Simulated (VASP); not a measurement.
# CaO (P6_3/mmc) in VASP: further runs

CaO is run at these levels: PBE; tasks: single point.

Everything below comes from runs of VASP 6.6.1. Logs are shortened: lines on timing, memory, paths and dates and some standing lists are left out, and cuts for length are marked.

## (1) The cell of the first run

It takes space group P6_3/mmc (No. 194, hexagonal). The conventional cell has a = 3.741 Å, b = 3.741 Å, c = 5.067 Å, α = 90.00°, β = 90.00°, γ = 120.00°. Ca (site symmetry -6m2) has 5 O at 2.16 to 2.53 Å within 2.9 Å. Within 2.9 Å of O (site symmetry -6m2) lie 5 Ca at 2.16 to 2.53 Å.

## (2) Single point, PBE (15.36 Å³/atom)

File INCAR:

```
SYSTEM = CaO
ALGO = Normal ; EDIFF = 1E-7
ENCUT = 520 ; GGA = PE
ISIF = 2 ; ISMEAR = 0
LASPH = .True. ; LCHARG = .True.
LELF = .True. ; LREAL = .False.
LVHAR = .True. ; LWAVE = .False.
NBANDS = 24 ; NELM = 80
PREC = Accurate ; SIGMA = 0.05
```

File KPOINTS:

```
k-points
0
Gamma
  9 9 6
  0 0 0
```

File POSCAR:

```
CaO
1.0
    3.7414420755      0.0000000000      0.0000000000
   -1.8707210378      3.2401838842      0.0000000000
    0.0000000000      0.0000000000      5.0674091471
Ca O
2 2
Direct
    0.3333333333      0.6666666667      0.7500000000
    0.6666666667      0.3333333333      0.2500000000
    0.3333333333      0.6666666667      0.2500000000
    0.6666666667      0.3333333333      0.7500000000
```

Potentials or basis: VASP PAW PBE potentials, release 64 (Ca_sv, O).

Run with:

```bash
> cat potpaw_PBE.64/Ca_sv/POTCAR potpaw_PBE.64/O/POTCAR > POTCAR
> mpirun -np 1 vasp_std > vasp.out
```

OUTCAR:

```text
SYSTEM = CaO
   EDIFF = 1E-7
   ENCUT = 520
   GGA = PE
   ISIF = 2
   ISMEAR = 0
   LASPH = .True.
   LREAL = .False.
   NELM = 80
   PREC = Accurate

 ion  position               nearest neighbor table
   1  0.333  0.667  0.750-   4 2.16   4 2.16   4 2.16   3 2.53   3 2.53
   2  0.667  0.333  0.250-   3 2.16   3 2.16   3 2.16   4 2.53   4 2.53
   3  0.333  0.667  0.250-   2 2.16   2 2.16   2 2.16   1 2.53   1 2.53
   4  0.667  0.333  0.750-   1 2.16   1 2.16   1 2.16   2 2.53   2 2.53

  LATTYP: Found a hexagonal cell.
 ALAT       =     3.7414420755
 C/A-ratio  =     1.3544000000

  Lattice vectors:

 A1 = (   3.7414420755,   0.0000000000,   0.0000000000)
 A2 = (  -1.8707210378,   3.2401838842,   0.0000000000)
 A3 = (   0.0000000000,   0.0000000000,   5.0674091471)

Analysis of symmetry for initial positions (statically):
=====================================================================
 Subroutine PRICEL returns:
 Original cell was already a primitive cell.

 Routine SETGRP: Setting up the symmetry group for a
 hexagonal supercell.

 Subroutine GETGRP returns: Found 24 space group operations
 (whereof 12 operations were pure point group operations)
 out of a pool of 24 trial point group operations.

The static configuration has the point symmetry D_3d.
 The point group associated with its full space group is D_6h.

Analysis of symmetry for dynamics (positions and initial velocities):
=====================================================================
 Subroutine PRICEL returns:
 Original cell was already a primitive cell.

 Routine SETGRP: Setting up the symmetry group for a
 hexagonal supercell.

 Subroutine GETGRP returns: Found 24 space group operations
 (whereof 12 operations were pure point group operations)
 out of a pool of 24 trial point group operations.

The dynamic configuration has the point symmetry D_3d.
 The point group associated with its full space group is D_6h.

 Subroutine INISYM returns: Found 24 space group operations
 (whereof 12 operations are pure point group operations),
 and found     1 'primitive' translations

----------------------------------------------------------------------------------------

                                     Primitive cell

  volume of cell :      61.4320

  direct lattice vectors                    reciprocal lattice vectors
     3.741442076  0.000000000  0.000000000     0.267276622  0.154312230  0.000000000
    -1.870721038  3.240183884  0.000000000     0.000000000  0.308624460  0.000000000
     0.000000000  0.000000000  5.067409147     0.000000000  0.000000000  0.197339502

  length of vectors
     3.741442076  3.741442076  5.067409147     0.308624460  0.308624460  0.197339502

  position of ions in fractional coordinates (direct lattice)
     0.333333333  0.666666667  0.750000000
     0.666666667  0.333333333  0.250000000
     0.333333333  0.666666667  0.250000000
     0.666666667  0.333333333  0.750000000

  ion indices of the primitive-cell ions
   primitive index   ion index
                 1           1
                 2           2
                 3           3
                 4           4

----------------------------------------------------------------------------------------

 KPOINTS: k-points

Automatic generation of k-mesh.
 Grid dimensions read from file:
 generate k-points for:    9    9    6

 Generating k-lattice:

  Cartesian coordinates                     Fractional coordinates (reciprocal lattice)
     0.029697402  0.017145803  0.000000000     0.111111111  0.000000000  0.000000000
     0.000000000  0.034291607  0.000000000     0.000000000  0.111111111  0.000000000
     0.000000000  0.000000000  0.032889917     0.000000000  0.000000000  0.166666667

  Length of vectors
     0.034291607  0.034291607  0.032889917

  Shift w.r.t. Gamma in fractional coordinates (k-lattice)
     0.000000000  0.000000000  0.000000000

 Subroutine IBZKPT returns following result:
 ===========================================

 Found     48 irreducible k-points:

 Following reciprocal coordinates:
            Coordinates               Weight
  0.000000  0.000000  0.000000      1.000000
  0.111111 -0.000000  0.000000      6.000000
  0.222222 -0.000000  0.000000      6.000000
  0.333333 -0.000000  0.000000      6.000000
  0.444444 -0.000000  0.000000      6.000000
  0.111111  0.111111  0.000000      6.000000
[... 16 lines left out ...]
  0.333333  0.222222  0.166667     24.000000
  0.333333  0.333333  0.166667      4.000000
 [... further k-points ...]
   k-points           NKPTS =     48   k-points in BZ     NKDIM =     48   number of bands    NBANDS=     24
   number of dos      NEDOS =    301   number of ions     NIONS =      4
   total plane-waves  NPLWV =  31360
   dimension x,y,z NGX =    28 NGY =   28 NGZ =   40
   dimension x,y,z NGXF=    56 NGYF=   56 NGZF=   80
   ions per type =               2   2
   NGX,Y,Z   is equivalent  to a cutoff of  12.44, 12.44, 13.12 a.u.
   NGXF,Y,Z  is equivalent  to a cutoff of  24.88, 24.88, 26.25 a.u.
 SYSTEM =  CaO
   PREC   = accura    normal or accurate (medium, high low for compatibility)
   ISTART =      0    job   : 0-new  1-cont  2-samecut
   ICHARG =      2    charge: 1-file 2-atom 10-const
   ISPIN  =      1    spin polarized calculation?
   LNONCOLLINEAR =      F non collinear calculations
   LSORBIT =      F    spin-orbit coupling
   LASPH  =      T    aspherical Exc in radial PAW
   ENCUT  =  520.0 eV  38.22 Ry    6.18 a.u.   6.96  6.96  9.42*2*pi/ulx,y,z
   NELM   =     80;   NELMIN=  2; NELMDL= -5     # of ELM steps
   EDIFF  = 0.1E-06   stopping-criterion for ELM
   LREAL  =      F    real-space projection
   EDIFFG = 0.1E-05   stopping-criterion for IOM
   NSW    =      0    number of steps for IOM
   IBRION =     -1    ionic relax: 0-MD 1-quasi-New 2-CG
   NFREE  =      0    steps in history (QN), initial steepest desc. (CG)
   ISIF   =      2    stress and relaxation
   ISYM   =      2    0-nonsym 1-usesym 2-fastsym
   POTIM  = 0.5000    time-step for ionic-motion
   TEBEG  =    0.0;   TEEND  =   0.0 temperature during run
   PSTRESS=    0.0 pullay stress
   NELECT =      32.0000    total number of electrons
   NUPDOWN=      -1.0000    fix difference up-down
   EMIN   =  10.00;   EMAX   =-10.00  energy-range for DOS
   EFERMI =   0.00;   METHOD = LEGACY
   ISMEAR =     0;   SIGMA  =   0.05  broadening in eV -4-tet -1-fermi 0-gaus
   EFERMI_NEDOS =   21; number of points for ismear=-14 and -15
   IALGO  =     38    algorithm
   IMIX   =      4    mixing-type and parameters
     AMIX     =   0.40;   BMIX     =  1.00
     AMIX_MAG =   1.60;   BMIX_MAG =  1.00
  volume/ion in A,a.u.               =      15.36       103.64
  Fermi-wavevector in a.u.,A,eV,Ry     =   1.317225  2.489194 23.607217  1.735081
  Thomas-Fermi vector in A             =   2.447281
   LORBIT       =      0    0 simple, 1 ext, 2 COOP (PROOUT), +10 PAW based schemes
   GGA     = PE    functional components
   LHFCALC =     F    Hartree Fock is set to
   AEXX    =    0.0000 exact exchange contribution
   IVDW    =     0    specifies the selected vdW correction
   LEPSILON=     F    determine dielectric tensor
   LRPA    =     F    only Hartree local field effects (RPA)
 non-spin polarized calculation
 Gauss-broadening in eV      SIGMA  =   0.05
  energy-cutoff  :      520.00
  volume of cell :       61.43
 maximum number of plane-waves:      1677
 NGX is ok and might be reduce to    28
   NGX = 13   NGY = 13   NGZ = 19

 number of electron      32.0000000 magnetization

 Free energy of the ion-electron system (eV)
  ---------------------------------------------------
  ext. energy  EPLUGINS =         0.00000000
  ---------------------------------------------------
  free energy    TOTEN  =       -24.90098307 eV

  energy without entropy =      -24.90098307  energy(sigma->0) =      -24.90098307

 E-fermi :   1.8293     XC(G=0):  -9.7308

 val. band max:        1.5096119018   @ k =   0.0000   0.0000   0.0000
 cond. band min:       5.1551610588   @ k =   0.0000   0.0000   0.0000
 fundamental gap:      3.6455491570
 Fermi energy:         1.8293209258

 k-point     1 :       0.0000    0.0000    0.0000
  band No.  band energies     occupation
      1     -35.5752      2.00000
      2     -35.4424      2.00000
      3     -17.0362      2.00000
      4     -16.6312      2.00000
      5     -16.6312      2.00000
      6     -16.4690      2.00000
[... 16 lines left out ...]
     23      10.5242      0.00000
     24      11.5461      0.00000

 k-point     2 :       0.1111   -0.0000    0.0000
  band No.  band energies     occupation
      1     -35.5678      2.00000
      2     -35.4421      2.00000
      3     -17.0149      2.00000
      4     -16.7624      2.00000
      5     -16.6472      2.00000
      6     -16.6183      2.00000
[... 16 lines left out ...]
     23      10.6830      0.00000
     24      11.1621      0.00000

 k-point     3 :       0.2222   -0.0000    0.0000
  band No.  band energies     occupation
      1     -35.5479      2.00000
      2     -35.4422      2.00000
      3     -17.0518      2.00000
      4     -16.9553      2.00000
      5     -16.9316      2.00000
      6     -16.6857      2.00000
[... 16 lines left out ...]
     23      10.5165      0.00000
     24      11.0895      0.00000

 k-point     4 :       0.3333   -0.0000    0.0000
  band No.  band energies     occupation
      1     -35.5222      2.00000
      2     -35.4455      2.00000
      3     -17.3320      2.00000
      4     -17.2189      2.00000
      5     -16.8719      2.00000
      6     -16.7271      2.00000
[... 16 lines left out ...]
     23      10.5313      0.00000
     24      10.6597      0.00000

 k-point     5 :       0.4444   -0.0000    0.0000
  band No.  band energies     occupation
      1     -35.5010      2.00000
      2     -35.4520      2.00000
      3     -17.4957      2.00000
      4     -17.3815      2.00000
      5     -16.7956      2.00000
      6     -16.7531      2.00000
[... 16 lines left out ...]
     23      10.3546      0.00000
     24      10.7100      0.00000

 k-point     6 :       0.1111    0.1111    0.0000
  band No.  band energies     occupation
      1     -35.5541      2.00000
      2     -35.4420      2.00000
      3     -16.9743      2.00000
      4     -16.9598      2.00000
      5     -16.8517      2.00000
      6     -16.6723      2.00000
[... 16 lines left out ...]
     23      10.5955      0.00000
     24      10.9219      0.00000
[... 379 lines left out ...]
 k-point    21 :       0.4444    0.1111    0.1667
  band No.  band energies     occupation
      1     -35.4911      2.00000
      2     -35.4577      2.00000
      3     -17.5595      2.00000
      4     -17.4743      2.00000
      5     -16.7794      2.00000
      6     -16.6990      2.00000
[... 16 lines left out ...]
     23      10.6108      0.00000
     24      10.7623      0.00000

 k-point    22 :       0.2222    0.2222    0.1667
  band No.  band energies     occupation
      1     -35.5046      2.00000
      2     -35.4529      2.00000
      3     -17.4448      2.00000
      4     -17.3831      2.00000
      5     -16.7857      2.00000
      6     -16.7424      2.00000
[... 16 lines left out ...]
     23      10.6601      0.00000
     24      10.9839      0.00000

 k-point    23 :       0.3333    0.2222    0.1667
  band No.  band energies     occupation
      1     -35.4862      2.00000
      2     -35.4600      2.00000
      3     -17.5332      2.00000
      4     -17.4882      2.00000
      5     -16.8393      2.00000
      6     -16.6783      2.00000
[... 16 lines left out ...]
     23      10.4945      0.00000
     24      10.9488      0.00000

 k-point    24 :       0.3333    0.3333    0.1667
  band No.  band energies     occupation
      1     -35.4712      2.00000
      2     -35.4712      2.00000
      3     -17.5311      2.00000
      4     -17.5311      2.00000
      5     -16.8783      2.00000
      6     -16.6173      2.00000
[... 16 lines left out ...]
     23      10.0869      0.00000
     24      10.9606      0.00000

 [... further k-points ...]

------------------------ aborting loop because EDIFF is reached ----------------------------------------

  FORCE on cell =-STRESS in cart. coord.  units (eV):
  Direction    XX          YY          ZZ          XY          YZ          ZX
  --------------------------------------------------------------------------------------
  -------------------------------------------------------------------------------------
  Total        6.8412175      6.8412175     -0.4959656     -0.0000000     -0.0000000      0.0000000
  in kB      178.4223789    178.4223789    -12.9350322     -0.0000000     -0.0000000      0.0000000
  external PRESSURE =     114.6365752 kB  Pullay stress =       0.0000000 kB

 VOLUME and BASIS-vectors are now :
 -----------------------------------------------------------------------------
  energy-cutoff  :      520.00
  volume of cell :       61.43
      direct lattice vectors                 reciprocal lattice vectors
     3.741442076  0.000000000  0.000000000     0.267276622  0.154312230  0.000000000
    -1.870721038  3.240183884  0.000000000     0.000000000  0.308624460  0.000000000
     0.000000000  0.000000000  5.067409147     0.000000000  0.000000000  0.197339502

 POSITION                                       TOTAL-FORCE (eV/Angst)
 -----------------------------------------------------------------------------------
     -0.00000      2.16012      3.80056         0.000000     -0.000000      0.000000
      1.87072      1.08006      1.26685         0.000000     -0.000000     -0.000000
     -0.00000      2.16012      1.26685        -0.000000      0.000000      0.000000
      1.87072      1.08006      3.80056         0.000000     -0.000000      0.000000
 -----------------------------------------------------------------------------------
    total drift:                               -0.000000     -0.000000     -0.000000

  FREE ENERGIE OF THE ION-ELECTRON SYSTEM (eV)
  ---------------------------------------------------
  free  energy   TOTEN  =       -24.9009830691 eV

  energy  without entropy=      -24.9009830691  energy(sigma->0) =      -24.90098307
```

Wall time 96 s (1 thread of Intel Xeon 8259CL, shared host); peak memory 0.18 GiB.

What came out:

* Free energy: -24.9010 eV
* Pressure: 11.5 GPa
* Band gap on the k mesh: 3.65 eV

Caveat: the stress differs along the axes, from -1 to 18 GPa.

[end of part 1 of 2]
